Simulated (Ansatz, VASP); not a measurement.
Two plane-wave programs on Sc

```xyz
2
Lattice="3.4414 0.0000 0.0000 -1.7207 2.9803 0.0000 0.0000 0.0000 5.2733" Properties=species:S:1:pos:R:3 pbc="T T T"
Sc    1.7207    0.9934    3.9550
Sc    0.0000    1.9869    1.3183
```

Alike in both runs: functional PBEsol; k mesh 8 × 8 × 4; occupations fermi-dirac, width 0.05 eV; no spin polarisation.

|  | VASP | Ansatz |
| --- | --- | --- |
| version | VASP 6.6.1 | Ansatz 0.2.0 |
| potentials or method | VASP PAW PBE potentials, release 64 (Sc_sv) | Ansatz PAW |
| plane-wave cutoff (eV) | 500 | 420 |
| valence electrons in the cell | 22 | 22 |
| task | single point | band structure |

```csv
,VASP,Ansatz,Ansatz less VASP
gap on the k mesh at the Fermi level (eV),none,none,-
pressure (GPa),-6.2,-6.2,+0.01
"traceless stress, the component that is largest in VASP (GPa)",0.59,0.60,+0.005
```

VASP's potentials were made for PBE, not for PBEsol. A gap of «none» marks a metal or a gap that the smearing closes. With one functional, cell and mesh, what is left measures potentials, basis and numerics.
